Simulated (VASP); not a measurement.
Input of a VASP 6.6.1 run:

The input INCAR:

```
SYSTEM = Al
ALGO = Fast
EDIFF = 1E-6
ENCUT = 520
GGA = CA
ISIF = 2
ISMEAR = 0
LASPH = .TRUE.
LCHARG = .TRUE.
LELF = .TRUE.
LREAL = .FALSE.
LVHAR = .TRUE.
LWAVE = .FALSE.
NBANDS = 8
NELM = 60
PREC = Accurate
SIGMA = 0.15
```

The input KPOINTS:

```
k-points
0
G
  22 22 22
  0 0 0
```

File POSCAR:

```
Al
1.0
    0.0000000000      2.0239800000      2.0239800000
    2.0239800000      0.0000000000      2.0239800000
    2.0239800000      2.0239800000      0.0000000000
Al
1
Direct
    0.0000000000      0.0000000000      0.0000000000
```

Potentials or basis: VASP PAW LDA potentials, release 64 (Al).

Launch:

```sh
$ cat potpaw_LDA.64/Al/POTCAR > POTCAR
$ mpirun -np 1 vasp_std > vasp.out
```

**Question.** Estimate the pressure.

**Answer.** -3.6 GPa.
